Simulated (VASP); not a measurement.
Crystal: CdO.

```
CELL_PARAMETERS angstrom
0.00000 2.35300 2.35300
2.35300 0.00000 2.35300
2.35300 2.35300 0.00000
ATOMIC_POSITIONS crystal
Cd 0.00000 0.00000 0.00000
O 0.50000 0.50000 0.50000
```

Base run:

| Property | Result |
| --- | --- |
| Program | VASP 6.6.1 |
| Functional | HSE06 |
| Potentials or basis | VASP PAW PBE potentials, release 64 (Cd, O) |
| Cutoff | 520 eV |
| k mesh | 6 × 6 × 6 |
| Occupations | fermi-dirac, width 0.02 eV |
| Spin | no spin polarisation |

Its results: band gap on the k mesh 0.87 eV (least direct gap 2.21 eV); pressure 1.6 GPa.

Question: The run is repeated on the same cell with these changes: functional from HSE06 to PBE0; occupations from fermi-dirac, width 0.02 eV to gaussian, width 0.01 eV. What comes out?

Answer: Band gap on the k mesh 1.57 eV (least direct gap 2.90 eV); pressure 1.4 GPa.

Caveats: the PAW data sets were made with another functional, which shifts forces and pressure a little.

A k mesh can miss the band edges.
